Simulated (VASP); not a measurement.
Here is a VASP 6.6.1 calculation.

File INCAR:

```
PREC = Accurate
ENCUT = 520
EDIFF = 1E-6
ISMEAR = 0
SIGMA = 0.05
LREAL = F
LASPH = T
NELM = 80
ALGO = Normal
ISIF = 2
LWAVE = F
LCHARG = F
GGA = PS
NBANDS = 34
```

KPOINTS

```
regular mesh
0
Gamma
  10 10 10
```

File POSCAR:

```
Li4NbO4
1.0
   -3.8119495391      3.8119495391      1.6301049253
    3.8119495391     -3.8119495391      1.6301049253
    3.8119495391      3.8119495391     -1.6301049253
Li Nb O
4 1 4
Direct
    0.4403998329      0.2370116581      0.6774114910
    0.8426719780      0.3341549847      0.1768269627
    0.1573280220      0.6658450153      0.8231730373
    0.6658450153      0.8426719780      0.5085169933
    0.0000000000      0.0000000000      0.0000000000
    0.7589255465      0.0797104317      0.8386359782
    0.9202895683      0.7589255465      0.6792151148
    0.0797104317      0.2410744535      0.3207848852
    0.2410744535      0.9202895683      0.1613640218
```

Potentials or basis: VASP PAW PBE potentials, release 64 (Li_sv, Nb_sv, O).

Launch:

```console
$ cat potpaw_PBE.64/Li_sv/POTCAR potpaw_PBE.64/Nb_sv/POTCAR potpaw_PBE.64/O/POTCAR > POTCAR
$ mpirun -np 1 vasp_std > vasp.out
```

Q: What does it give for the largest force?

A: 3.716 eV/Å.

Q: What does it give for the band gap on the k mesh?

A: Zero (an odd number of electrons rules out a gap without spin polarisation).

Forces on the atoms (eV/Å):
```
Li  -2.223 -0.950  0.000
Li   0.322  0.142  0.000
Li  -0.200  0.610  0.000
Li  -0.464 -0.062  0.000
Nb   2.796  2.448  0.000
O    0.117 -0.722  0.000
O    0.452  0.160  0.000
O   -0.373 -0.648  0.000
O   -0.427 -0.977  0.000
```

Caveat: the cell differs from its parent crystal (atom 1 (Li) moved by +0.608 Å along [1 0 0] and -0.810 Å along [0 1 0]); the PAW data sets were made with another functional, which shifts forces and pressure a little; an odd number of electrons without spin polarisation forces a metal; a magnetic or distorted state may lie lower.
